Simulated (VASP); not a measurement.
Rh, 1 atom in the cell. Symmetry: I4/mmm, No. 139, tetragonal system. Conventional cell: a = 2.542 Å, b = 2.542 Å, c = 3.884 Å, α = 90.00°, β = 90.00°, γ = 90.00°. Rh (site symmetry 4/mmm) has 12 Rh at 2.54 to 2.65 Å within 3.4 Å.  This cell differs from its parent crystal: volume 12.548 Å^3 an atom, c/a of the conventional cell 1.0803.

```yaml
Program: VASP 6.6.1
Task: single point
Functional: PBE
Potentials_or_basis: VASP PAW PBE potentials, release 64 (Rh_pv)
Cutoff: 520 eV
k_mesh: 22 × 22 × 22
Occupations: gaussian, width 0.15 eV
Spin: no spin polarisation
Dipole_correction: no
Further_INCAR_settings: ALGO = Fast; EDIFF = 1e-06; NBANDS = 14
```

Potentials or basis: VASP PAW PBE potentials, release 64 (Rh_pv).

Command:

```sh
$ cat potpaw_PBE.64/Rh_pv/POTCAR > POTCAR
$ mpirun -np 1 vasp_std > vasp.out
```

Hardware: 1 thread of Intel(R) Xeon(R) 6975P-C (Granite Rapids) (shared host).

Q: How long does it take, and how much memory?

A: Run time: 49 s on 1 thread of Intel(R) Xeon(R) 6975P-C (Granite Rapids) (shared host), peak memory 0.23 GiB. Counts: scf iterations 12, k points 834.
